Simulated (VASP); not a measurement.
# Se: single point with BLYP

Se:

```xyz
8
Lattice="5.7267 0.0000 0.0000 0.0000 5.7267 0.0000 0.0000 0.0000 5.7267" Properties=species:S:1:pos:R:3 pbc="T T T"
Se    5.7267    0.0000    0.0000
Se    2.8633    2.8633    2.8633
Se    1.4317    0.0000    2.8633
Se    4.2950    0.0000    2.8633
Se    2.8633    1.4317    0.0000
Se    2.8633    4.2950    0.0000
Se    5.7267    2.8633    1.4317
Se    5.7267    2.8633    4.2950
```

```yaml
Program: VASP 6.6.1
Task: single point
Functional: BLYP
Potentials_or_basis: VASP PAW PBE potentials, release 64 (Se)
Cutoff: 520 eV
k_mesh: 6 × 6 × 6
Occupations: fermi-dirac, width 0.1 eV
Spin: no spin polarisation
Dipole_correction: no
Further_INCAR_settings: ALGO = Normal; EDIFF = 1e-07; NBANDS = 34
```

| Quantity | Value |
| --- | --- |
| Pressure | 0.0 GPa |
| Band gap on the k mesh | zero (bands 24 and 25 overlap by 1.02 eV) |

Levels at points of the mesh, in eV from the Fermi level:
| k point | band 21 | band 22 | band 23 | band 24 | band 25 | band 26 | band 27 | band 28 |
| --- | --- | --- | --- | --- | --- | --- | --- | --- |
| (0.00, 0.00, 0.00) | -0.17 | -0.17 | -0.17 | 0.17 | 0.17 | 0.17 | 1.19 | 1.19 |
| (0.50, 0.00, 0.00) | -1.04 | -1.04 | -0.52 | -0.52 | 0.12 | 0.12 | 1.14 | 1.14 |
| (0.50, 0.50, 0.00) | -1.02 | -0.50 | -0.26 | -0.26 | 0.22 | 0.22 | 0.33 | 0.34 |
| (0.50, 0.50, 0.50) | -0.76 | -0.76 | -0.61 | -0.61 | -0.61 | -0.61 | -0.22 | -0.22 |

Run time: 110 s on 1 thread of Intel(R) Xeon(R) Platinum 8488C (Sapphire Rapids) (shared host), peak memory 0.35 GiB.

Caveat: the PAW data sets were made with another functional, which shifts forces and pressure a little.
